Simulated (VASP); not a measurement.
Wanted: the native input for a VASP 6.6.1 run.

* Task: single point
* Functional: PBE
* Dispersion: D3(BJ)
* Potentials or basis: VASP PAW PBE potentials, release 64 (B, N)
* Cutoff: 520 eV
* k mesh: 12 × 12 × 4
* Occupations: methfessel-paxton, width 0.05 eV
* Spin: no spin polarisation
* Dipole correction: no
* Further INCAR settings: ALGO = Normal; EDIFF = 1e-06; NBANDS = 16

The structure of BN lies in POSCAR:

```
BN
1.0
    2.5061127838      0.0000000000      0.0000000000
   -1.2530563919      2.1703573356      0.0000000000
    0.0000000000      0.0000000000      6.5923998870
B N
2 2
Direct
   -0.0576388839      0.0000000000      0.5000000000
    0.3910721554      0.6666666667      0.0000000000
    0.0574605692      0.0000000000      0.0000000000
    0.6091289695      0.3333333333      0.5000000000
```

One way to write it, as run:

INCAR

```
ALGO     = Normal         # electronic algorithm
EDIFF    = 1E-6           # SCF threshold, eV
ENCUT    = 520            # plane-wave cutoff, eV
GGA      = PE             # functional
ISIF     = 2              # what is computed and relaxed
ISMEAR   = 1              # smearing method
IVDW     = 12             # dispersion correction
LASPH    = True           # aspherical terms in the spheres
LCHARG   = False          # write CHGCAR
LREAL    = False          # projectors in reciprocal space
LWAVE    = False          # write WAVECAR
NBANDS   = 16             # bands
NELM     = 80             # most SCF steps
PREC     = Accurate       # precision mode
SIGMA    = 0.05           # smearing width, eV
```

KPOINTS

```
k-points
0
Gamma
  12 12 4
```

Potentials or basis: VASP PAW PBE potentials, release 64 (B, N).

Command:

```sh
$ cat potpaw_PBE.64/B/POTCAR potpaw_PBE.64/N/POTCAR > POTCAR
$ mpirun -np 1 vasp_std > vasp.out
```

Results of the run:

```yaml
Pressure: 0.1 GPa
Largest_force: 0.019 eV/Å
Band_gap_on_the_k_mesh: 3.94 eV (least direct gap 4.29 eV)
Dispersion_energy_per_atom: -0.142 eV
```

Wall time 62 s on 1 thread of Intel(R) Xeon(R) 6975P-C (Granite Rapids) (shared host), peak memory 0.23 GiB.
